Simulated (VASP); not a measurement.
The system is Sb.

```
Sb
1.0
    -1.55523    1.55523    2.67529
     1.55523   -1.55523    2.67529
     1.55523    1.55523   -2.67529
Sb
1
Cartesian
  0.0000 0.0000 0.0000
```

This cell differs from its parent crystal: volume scaled by 0.96.

Base run:

* Program: VASP 6.6.1
* Functional: PBE
* Potentials or basis: VASP PAW PBE potentials, release 64 (Sb)
* Cutoff: 520 eV
* k mesh: 12 × 12 × 12
* Occupations: fermi-dirac, width 0.05 eV
* Spin: no spin polarisation

Its results: pressure 4.7 GPa.

Question: The run is repeated on the same cell with these changes: functional from PBE to PBEsol. What comes out?

Answer: Pressure 1.6 GPa.

PBEsol binds more tightly than PBE, so the same cell stands under less pressure.

Caveats: the PAW data sets were made with another functional, which shifts forces and pressure a little (some runs).
